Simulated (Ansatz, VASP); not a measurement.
One calculation of CoRu3, two programs

```
CELL_PARAMETERS angstrom
2.69520 0.00000 0.00000
-1.34760 2.33411 0.00000
0.00000 0.00000 8.39621
ATOMIC_POSITIONS crystal
Co 0.33333 0.66667 0.00000
Ru 0.33333 0.66667 0.50000
Ru 0.66667 0.33333 0.24566
Ru 0.66667 0.33333 0.75434
```

Alike in both runs: functional PBE; k mesh 6 × 6 × 2; occupations gaussian, width 0.1 eV; collinear spin.

Ansatz relaxed the structure, and its values are those at the end. VASP's run is a single point on that final structure, the one shown.

|  | VASP | Ansatz |
| --- | --- | --- |
| version | VASP 6.6.1 | Ansatz 0.2.0 |
| potentials or method | VASP PAW PBE potentials, release 64 (Co, Ru_pv), cutoff 520 eV | scalar-relativistic, plane waves, PAW |
| valence electrons in the cell | 51 | 65 |

|  | VASP | Ansatz | Ansatz less VASP |
| --- | --- | --- | --- |
| gap on the k mesh at the Fermi level (eV) | none | none | - |
| pressure (GPa) | -0.2 | 0.0 | +0.22 |
| rms of the force components (eV/Å) | 0.001 | 0.007 | +0.0054 |
| net moment per atom (μB) | 0.41 | 0.41 | +0.003 |
| size of the moment on the site where the two differ most (μB) | 1.57 | 1.61 | +0.041 |

Site moments also hang on the region over which each program counts them. A gap of «none» marks a metal or a gap that the smearing closes. The functional is the same, so the differences come from potentials, cutoffs and numerics. VASP's potentials hold 51 valence electrons a cell and Ansatz's 65, so a difference there can come from the potentials and not from the codes.

The k mesh is coarse, so the values compare programs but aren't converged.
